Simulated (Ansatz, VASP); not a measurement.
## Two plane-wave programs on SrClF6

```
CELL_PARAMETERS angstrom
3.68421 2.12708 2.31101
-3.68421 2.12708 2.31101
0.00000 -4.25416 2.31101
ATOMIC_POSITIONS crystal
Sr 0.50000 0.50000 0.50000
Cl 0.00000 0.00000 0.00000
F 0.27600 0.91600 0.27600
F 0.27600 0.27600 0.91600
F 0.91600 0.27600 0.27600
F 0.72400 0.08400 0.72400
F 0.08400 0.72400 0.72400
F 0.72400 0.72400 0.08400
```

Alike in both runs: task single point; functional r2SCAN; k mesh 6 × 6 × 6; occupations tetrahedron; no spin polarisation.

```csv
,VASP,Ansatz
version,VASP 6.6.1,Ansatz 0.2.0
potentials or method,"VASP PAW PBE potentials, release 64 (Sr_sv, Cl, F), cutoff 520 eV",PAW plane waves
valence electrons in the cell,59,59
```

|  | VASP | Ansatz | Ansatz less VASP |
| --- | --- | --- | --- |
| pressure (GPa) | 2.5 | 2.8 | +0.26 |
| traceless stress, the component that is largest in VASP (GPa) | -0.19 | -0.11 | +0.084 |
| rms of the force components (eV/Å) | 0.585 | 0.582 | -0.0032 |

VASP's potentials were made for PBE, not for r2SCAN. Atom by atom the forces differ by 0.011 eV/Å (rms over components). Ansatz's warnings: band table not solved further, product built on unsolved table, structure snapped to symmetry, tetrahedron derivatives may miss energy slope.
